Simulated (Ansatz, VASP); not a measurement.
**BN: VASP beside Ansatz**

```xyz
2
Lattice="0.0000 1.8075 1.8075 1.8075 0.0000 1.8075 1.8075 1.8075 0.0000" Properties=species:S:1:pos:R:3 pbc="T T T"
B     0.0000    0.0000    0.0000
N     0.9038    0.9038    0.9038
```

Alike in both runs: task single point; functional LDA; k mesh 8 × 8 × 8; occupations gaussian, width 0.1 eV; no spin polarisation.

```csv
,VASP,Ansatz
version,VASP 6.6.1,Ansatz 0.2.0
potentials or method,"VASP PAW LDA potentials, release 64 (B, N), cutoff 600 eV","scalar-relativistic, plane waves, PAW"
valence electrons in the cell,8,8
```

|  | VASP | Ansatz | Ansatz less VASP |
| --- | --- | --- | --- |
| gap on the k mesh at the Fermi level (eV) | 4.34 | 4.36 | +0.016 |
| least direct gap on the mesh (eV) | 8.68 | 8.70 | +0.013 |
| pressure (GPa) | -10.3 | -11.0 | -0.68 |

LDA's correlation is that of Perdew and Zunger in VASP and of Perdew and Wang (1992) in Ansatz.
